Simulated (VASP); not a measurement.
# TiMoSe4 (P-6m2) in VASP: notebook

Runs on TiMoSe4. Level: PBE. Tasks: single point.

Program: VASP 6.6.1. These are calculated values, not measurements. Logs are shortened: lines on timing, memory, paths and dates and some standing lists are left out, and cuts for length are marked.

### Step 1. The cell of the first run

The structure is hexagonal, space group P-6m2 (No. 187). The conventional cell has a = 3.402 Å, b = 3.402 Å, c = 14.340 Å, α = 90.00°, β = 90.00°, γ = 120.00°. Ti (site symmetry -6m2) has 6 Se at 2.56 Å and 6 Ti at 3.40 Å within 3.5 Å. Mo (site symmetry -6m2) has 6 Se at 2.56 Å and 6 Mo at 3.40 Å within 3.5 Å. Within 3.5 Å of Se (site symmetry 3m) lie 3 Ti at 2.56 Å and 7 Se at 3.28 to 3.40 Å. Within 3.5 Å of Se (site symmetry 3m) lie 3 Mo at 2.56 Å and 7 Se at 3.28 to 3.40 Å.

The cell was generated, and may not be a known phase.

### Step 2. Single point, PBE

INCAR reads:

```
PREC = Accurate
ENCUT = 520
EDIFF = 1E-6
ISMEAR = 0
SIGMA = 0.1
LREAL = False
LASPH = True
NELM = 100
ALGO = Normal
ISIF = 2
LWAVE = False
LCHARG = False
GGA = PE
NBANDS = 34
```

KPOINTS reads:

```
regular mesh
0
Gamma
  12 12 2
```

POSCAR reads:

```
TiMoSe4
1.0
    3.4020603272      0.0000000000      0.0000000000
   -1.7010301636      2.9462706685      0.0000000000
    0.0000000000      0.0000000000     14.3402911549
Ti Mo Se
1 1 4
Direct
    0.0000000000      0.0000000000      0.5000000000
    0.6666666667      0.3333333333      0.0000000000
    0.6666666667      0.3333333333      0.6145049392
    0.0000000000      0.0000000000      0.8855711099
    0.0000000000      0.0000000000      0.1144288901
    0.6666666667      0.3333333333      0.3854950608
```

Potentials or basis: VASP PAW PBE potentials, release 64 (Ti_sv, Mo_sv, Se).

Command:

```console
cat potpaw_PBE.64/Ti_sv/POTCAR potpaw_PBE.64/Mo_sv/POTCAR potpaw_PBE.64/Se/POTCAR > POTCAR
mpirun -np 1 vasp_std > vasp.out
```

OUTCAR:

```text
PREC = Accurate
   ENCUT = 520
   EDIFF = 1E-6
   ISMEAR = 0
   LREAL = False
   LASPH = True
   NELM = 100
   ISIF = 2
   GGA = PE

 ion  position               nearest neighbor table
   1  0.000  0.000  0.500-   3 2.56   6 2.56   3 2.56   6 2.56   3 2.56   6 2.56
   2  0.667  0.333  0.000-   4 2.56   5 2.56   4 2.56   5 2.56   4 2.56   5 2.56
   3  0.667  0.333  0.615-   1 2.56   1 2.56   1 2.56
   4  0.000  0.000  0.886-   2 2.56   2 2.56   2 2.56
   5  0.000  0.000  0.114-   2 2.56   2 2.56   2 2.56
   6  0.667  0.333  0.385-   1 2.56   1 2.56   1 2.56

  LATTYP: Found a hexagonal cell.
 ALAT       =     3.4020603272
 C/A-ratio  =     4.2151783848

  Lattice vectors:

 A1 = (   3.4020603272,   0.0000000000,   0.0000000000)
 A2 = (  -1.7010301636,   2.9462706685,   0.0000000000)
 A3 = (   0.0000000000,   0.0000000000,  14.3402911549)

Analysis of symmetry for initial positions (statically):
=====================================================================
 Subroutine PRICEL returns:
 Original cell was already a primitive cell.

 Routine SETGRP: Setting up the symmetry group for a
 hexagonal supercell.

 Subroutine GETGRP returns: Found 12 space group operations
 (whereof 12 operations were pure point group operations)
 out of a pool of 24 trial point group operations.

The static configuration has the point symmetry D_3h.

Analysis of symmetry for dynamics (positions and initial velocities):
=====================================================================
 Subroutine PRICEL returns:
 Original cell was already a primitive cell.

 Routine SETGRP: Setting up the symmetry group for a
 hexagonal supercell.

 Subroutine GETGRP returns: Found 12 space group operations
 (whereof 12 operations were pure point group operations)
 out of a pool of 24 trial point group operations.

The dynamic configuration has the point symmetry D_3h.

 Subroutine INISYM returns: Found 12 space group operations
 (whereof 12 operations are pure point group operations),
 and found     1 'primitive' translations

----------------------------------------------------------------------------------------

                                     Primitive cell

  volume of cell :     143.7383

  direct lattice vectors                    reciprocal lattice vectors
     3.402060327  0.000000000  0.000000000     0.293939526  0.169706064  0.000000000
    -1.701030164  2.946270668  0.000000000     0.000000000  0.339412129  0.000000000
     0.000000000  0.000000000 14.340291155     0.000000000  0.000000000  0.069733591

  length of vectors
     3.402060327  3.402060327 14.340291155     0.339412129  0.339412129  0.069733591

  position of ions in fractional coordinates (direct lattice)
     0.000000000  0.000000000  0.500000000
     0.666666667  0.333333333  0.000000000
     0.666666667  0.333333333  0.614504939
     0.000000000  0.000000000  0.885571110
     0.000000000  0.000000000  0.114428890
     0.666666667  0.333333333  0.385495061

  ion indices of the primitive-cell ions
   primitive index   ion index
                 1           1
                 2           2
                 3           3
                 4           4
                 5           5
                 6           6

----------------------------------------------------------------------------------------

 KPOINTS: regular mesh

Automatic generation of k-mesh.
 Grid dimensions read from file:
 generate k-points for:   12   12    2

 Generating k-lattice:

  Cartesian coordinates                     Fractional coordinates (reciprocal lattice)
     0.024494960  0.014142172  0.000000000     0.083333333  0.000000000  0.000000000
     0.000000000  0.028284344  0.000000000     0.000000000  0.083333333  0.000000000
     0.000000000  0.000000000  0.034866796     0.000000000  0.000000000  0.500000000

  Length of vectors
     0.028284344  0.028284344  0.034866796

  Shift w.r.t. Gamma in fractional coordinates (k-lattice)
     0.000000000  0.000000000  0.000000000

 Subroutine IBZKPT returns following result:
 ===========================================

 Found     38 irreducible k-points:

 Following reciprocal coordinates:
            Coordinates               Weight
  0.000000  0.000000  0.000000      1.000000
  0.083333  0.000000  0.000000      6.000000
  0.166667  0.000000  0.000000      6.000000
  0.250000  0.000000  0.000000      6.000000
  0.333333  0.000000  0.000000      6.000000
  0.416667  0.000000  0.000000      6.000000
[... 16 lines left out ...]
  0.250000  0.000000  0.500000      6.000000
  0.333333  0.000000  0.500000      6.000000
 [... further k-points ...]
   k-points           NKPTS =     38   k-points in BZ     NKDIM =     38   number of bands    NBANDS=     34
   number of dos      NEDOS =    301   number of ions     NIONS =      6
   total plane-waves  NPLWV =  84672
   dimension x,y,z NGX =    28 NGY =   28 NGZ =  108
   dimension x,y,z NGXF=    56 NGYF=   56 NGZF=  216
   ions per type =               1   1   4
   NGX,Y,Z   is equivalent  to a cutoff of  13.68, 13.68, 12.52 a.u.
   NGXF,Y,Z  is equivalent  to a cutoff of  27.37, 27.37, 25.04 a.u.
 SYSTEM =  unknown system
   PREC   = accura    normal or accurate (medium, high low for compatibility)
   ISTART =      0    job   : 0-new  1-cont  2-samecut
   ICHARG =      2    charge: 1-file 2-atom 10-const
   ISPIN  =      1    spin polarized calculation?
   LNONCOLLINEAR =      F non collinear calculations
   LSORBIT =      F    spin-orbit coupling
   LASPH  =      T    aspherical Exc in radial PAW
   ENCUT  =  520.0 eV  38.22 Ry    6.18 a.u.   6.33  6.33 26.66*2*pi/ulx,y,z
   NELM   =    100;   NELMIN=  2; NELMDL= -5     # of ELM steps
   EDIFF  = 0.1E-05   stopping-criterion for ELM
   LREAL  =      F    real-space projection
   EDIFFG = 0.1E-04   stopping-criterion for IOM
   NSW    =      0    number of steps for IOM
   IBRION =     -1    ionic relax: 0-MD 1-quasi-New 2-CG
   NFREE  =      0    steps in history (QN), initial steepest desc. (CG)
   ISIF   =      2    stress and relaxation
   ISYM   =      2    0-nonsym 1-usesym 2-fastsym
   POTIM  = 0.5000    time-step for ionic-motion
   TEBEG  =    0.0;   TEEND  =   0.0 temperature during run
   PSTRESS=    0.0 pullay stress
   NELECT =      50.0000    total number of electrons
   NUPDOWN=      -1.0000    fix difference up-down
   EMIN   =  10.00;   EMAX   =-10.00  energy-range for DOS
   EFERMI =   0.00;   METHOD = LEGACY
   ISMEAR =     0;   SIGMA  =   0.10  broadening in eV -4-tet -1-fermi 0-gaus
   EFERMI_NEDOS =   21; number of points for ismear=-14 and -15
   IALGO  =     38    algorithm
   IMIX   =      4    mixing-type and parameters
     AMIX     =   0.40;   BMIX     =  1.00
     AMIX_MAG =   1.60;   BMIX_MAG =  1.00
  volume/ion in A,a.u.               =      23.96       161.67
  Fermi-wavevector in a.u.,A,eV,Ry     =   1.151350  2.175736 18.035970  1.325606
  Thomas-Fermi vector in A             =   2.288008
   LORBIT       =      0    0 simple, 1 ext, 2 COOP (PROOUT), +10 PAW based schemes
   GGA     = PE    functional components
   LHFCALC =     F    Hartree Fock is set to
   AEXX    =    0.0000 exact exchange contribution
   IVDW    =     0    specifies the selected vdW correction
   LEPSILON=     F    determine dielectric tensor
   LRPA    =     F    only Hartree local field effects (RPA)
 non-spin polarized calculation
 Gauss-broadening in eV      SIGMA  =   0.10
  energy-cutoff  :      520.00
  volume of cell :      143.74
 maximum number of plane-waves:      3893
 NGX is ok and might be reduce to    28
   NGX = 13   NGY = 13   NGZ = 53

 number of electron      50.0000000 magnetization

 Free energy of the ion-electron system (eV)
  ---------------------------------------------------
  ext. energy  EPLUGINS =         0.00000000
  ---------------------------------------------------
  free energy    TOTEN  =       -37.75682673 eV

  energy without entropy =      -37.75285556  energy(sigma->0) =      -37.75484115

 E-fermi :   3.9547     XC(G=0):  -9.4560

 val. band max:        3.9320441014   @ k =   0.0833   0.0000   0.5000
 cond. band min:       3.9991444309   @ k =   0.0000   0.0000   0.5000
 fundamental gap:      0.0671003295
 Fermi energy:         3.9546501871

 k-point     1 :       0.0000    0.0000    0.0000
  band No.  band energies     occupation
      1     -57.0590      2.00000
      2     -53.1713      2.00000
      3     -31.1595      2.00000
      4     -31.0674      2.00000
      5     -31.0674      2.00000
      6     -29.4158      2.00000
[... 26 lines left out ...]
     33       6.9871      0.00000
     34       6.9871      0.00000

 k-point     2 :       0.0833    0.0000    0.0000
  band No.  band energies     occupation
      1     -57.0580      2.00000
      2     -53.1705      2.00000
      3     -31.1569      2.00000
      4     -31.0801      2.00000
      5     -31.0703      2.00000
      6     -29.4244      2.00000
[... 26 lines left out ...]
     33       6.8706      0.00000
     34       6.9263      0.00000

 k-point     3 :       0.1667    0.0000    0.0000
  band No.  band energies     occupation
      1     -57.0552      2.00000
      2     -53.1682      2.00000
      3     -31.1498      2.00000
      4     -31.1144      2.00000
      5     -31.0783      2.00000
      6     -29.4478      2.00000
[... 26 lines left out ...]
     33       6.9519      0.00000
     34       7.1582      0.00000
[... 704 lines left out ...]
 k-point    23 :       0.2500    0.0000    0.5000
  band No.  band energies     occupation
      1     -57.0514      2.00000
      2     -53.1651      2.00000
      3     -31.1610      2.00000
      4     -31.1401      2.00000
      5     -31.0891      2.00000
      6     -29.4795      2.00000
[... 26 lines left out ...]
     33       7.2963      0.00000
     34       7.3828      0.00000

 k-point    24 :       0.3333    0.0000    0.5000
  band No.  band energies     occupation
      1     -57.0475      2.00000
      2     -53.1621      2.00000
      3     -31.2072      2.00000
      4     -31.1304      2.00000
      5     -31.0999      2.00000
      6     -29.5110      2.00000
[... 26 lines left out ...]
     33       7.5430      0.00000
     34       7.5499      0.00000

 [... further k-points ...]

------------------------ aborting loop because EDIFF is reached ----------------------------------------

  FORCE on cell =-STRESS in cart. coord.  units (eV):
  Direction    XX          YY          ZZ          XY          YZ          ZX
  --------------------------------------------------------------------------------------
  -------------------------------------------------------------------------------------
  Total        0.1035000      0.1035000      0.1452676      0.0000000      0.0000000      0.0000000
  in kB        1.1536615      1.1536615      1.6192234      0.0000000      0.0000000      0.0000000
  external PRESSURE =       1.3088488 kB  Pullay stress =       0.0000000 kB

 VOLUME and BASIS-vectors are now :
 -----------------------------------------------------------------------------
  energy-cutoff  :      520.00
  volume of cell :      143.74
      direct lattice vectors                 reciprocal lattice vectors
     3.402060327  0.000000000  0.000000000     0.293939526  0.169706064  0.000000000
    -1.701030164  2.946270668  0.000000000     0.000000000  0.339412129  0.000000000
     0.000000000  0.000000000 14.340291155     0.000000000  0.000000000  0.069733591

 POSITION                                       TOTAL-FORCE (eV/Angst)
 -----------------------------------------------------------------------------------
      0.00000      0.00000      7.17015        -0.000000     -0.000000      0.000000
      1.70103      0.98209      0.00000         0.000000      0.000000      0.000000
      1.70103      0.98209      8.81218         0.000000     -0.000000      0.021180
      0.00000      0.00000     12.69935         0.000000     -0.000000     -0.027847
      0.00000      0.00000      1.64094         0.000000      0.000000      0.027847
      1.70103      0.98209      5.52811         0.000000     -0.000000     -0.021180
 -----------------------------------------------------------------------------------
    total drift:                               -0.000001      0.000000      0.000000

  FREE ENERGIE OF THE ION-ELECTRON SYSTEM (eV)
  ---------------------------------------------------
  free  energy   TOTEN  =       -37.7568267337 eV

  energy  without entropy=      -37.7528555565  energy(sigma->0) =      -37.75484115
```

Wall time 3.3 min (1 thread of Intel Xeon Platinum 8488C (Sapphire Rapids), shared host); peak memory 0.38 GiB.

Results:

- Free energy: -37.7568 eV
- Pressure: 0.1 GPa
- Largest force: 0.028 eV/Å
- Band gap on the k mesh: 0.02 eV (least direct gap 0.67 eV)

Forces in eV/Å, atoms in the order of the input:
```
Ti   0.000  0.000  0.000
Mo   0.000  0.000  0.000
Se   0.000  0.000  0.021
Se   0.000  0.000 -0.028
Se   0.000  0.000  0.028
Se   0.000  0.000 -0.021
```

Caveat: the smearing spreads over this small gap; this functional lacks dispersion, which binds layers or chains, so the pressure and a relaxed spacing across them are unreliable. A k mesh can miss the band edges.

### Step 3. Single point, PBE

This run uses another cell than the first one, of 24.01 Å³/atom.

INCAR reads:

```
  PREC = Accurate
  ENCUT = 520
  EDIFF = 1E-6
  ISMEAR = 0
  SIGMA = 0.1
  LREAL = False
  LASPH = True
  NELM = 80
  ALGO = Normal
  ISIF = 2
  LWAVE = False
  LCHARG = True
  GGA = PE
  LELF = True
  LVHAR = True
  NBANDS = 34
```

KPOINTS is that of step 2.

POSCAR reads:

```
TiMoSe4
1.0
    3.4024677334      0.0000000000      0.0000000000
   -1.7012338667      2.9466234926      0.0000000000
    0.0000000000      0.0000000000     14.3696271810
Ti Mo Se
1 1 4
Direct
    0.6666666667      0.3333333333      0.5000000000
    0.6666666667      0.3333333333      0.0000000000
    0.3333333333      0.6666666667      0.6142609836
    0.0000000000      0.0000000000      0.8858242029
    0.0000000000      0.0000000000      0.1141757971
    0.3333333333      0.6666666667      0.3857390164
```

Potentials or basis: VASP PAW PBE potentials, release 64 (Ti_sv, Mo_sv, Se).

Command:

```console
cat potpaw_PBE.64/Ti_sv/POTCAR potpaw_PBE.64/Mo_sv/POTCAR potpaw_PBE.64/Se/POTCAR > POTCAR
mpirun -np 1 vasp_std > vasp.out
```

OUTCAR:

```text
PREC = Accurate
   ENCUT = 520
   EDIFF = 1E-6
   ISMEAR = 0
   LREAL = False
   LASPH = True
   NELM = 80
   ISIF = 2
   GGA = PE

 ion  position               nearest neighbor table
   1  0.667  0.333  0.500-   3 2.56   6 2.56   3 2.56   6 2.56   3 2.56   6 2.56
   2  0.667  0.333  0.000-   4 2.56   5 2.56   4 2.56   5 2.56   4 2.56   5 2.56
   3  0.333  0.667  0.614-   1 2.56   1 2.56   1 2.56
   4  0.000  0.000  0.886-   2 2.56   2 2.56   2 2.56
   5  0.000  0.000  0.114-   2 2.56   2 2.56   2 2.56
   6  0.333  0.667  0.386-   1 2.56   1 2.56   1 2.56
[... 1096 lines left out ...]
  -------------------------------------------------------------------------------------
  Total        0.1139304      0.1139304      0.1779091     -0.0000000      0.0000000     -0.0000000
  in kB        1.2670280      1.2670280      1.9785392     -0.0000000      0.0000000     -0.0000000
  external PRESSURE =       1.5041984 kB  Pullay stress =       0.0000000 kB

 VOLUME and BASIS-vectors are now :
 -----------------------------------------------------------------------------
  energy-cutoff  :      520.00
  volume of cell :      144.07
      direct lattice vectors                 reciprocal lattice vectors
     3.402467733  0.000000000  0.000000000     0.293904330  0.169685744  0.000000000
    -1.701233867  2.946623493  0.000000000     0.000000000  0.339371488  0.000000000
     0.000000000  0.000000000 14.369627181     0.000000000  0.000000000  0.069591228

 POSITION                                       TOTAL-FORCE (eV/Angst)
 -----------------------------------------------------------------------------------
      1.70123      0.98221      7.18481        -0.000000     -0.000000      0.000000
      1.70123      0.98221      0.00000         0.000000     -0.000000      0.000000
     -0.00000      1.96442      8.82670        -0.000000     -0.000000      0.021081
      0.00000      0.00000     12.72896        -0.000000     -0.000000     -0.027634
      0.00000      0.00000      1.64066        -0.000000      0.000000      0.027634
     -0.00000      1.96442      5.54293        -0.000000     -0.000000     -0.021081
 -----------------------------------------------------------------------------------
    total drift:                               -0.000001      0.000000      0.000000

  FREE ENERGIE OF THE ION-ELECTRON SYSTEM (eV)
  ---------------------------------------------------
  free  energy   TOTEN  =       -37.7548971670 eV

  energy  without entropy=      -37.7510753562  energy(sigma->0) =      -37.75298626
```

It took 3.4 min on 1 thread of Intel Xeon Platinum 8488C (Sapphire Rapids), shared host; peak memory 0.37 GiB.

What came out:

```yaml
Free_energy: -37.7549 eV
Pressure: 0.2 GPa
Largest_force: 0.028 eV/Å
Band_gap_on_the_k_mesh: 0.03 eV (least direct gap 0.68 eV)
```

Forces on the atoms (eV/Å):
```
Ti   0.000  0.000  0.000
Mo   0.000  0.000  0.000
Se   0.000  0.000  0.021
Se   0.000  0.000 -0.028
Se   0.000  0.000  0.028
Se   0.000  0.000 -0.021
```

Caveat: the smearing spreads over this small gap; this functional lacks dispersion, which binds layers or chains, so the pressure and a relaxed spacing across them are unreliable.

The gap in the log of VASP goes by the Fermi energy; the results here count the filled bands.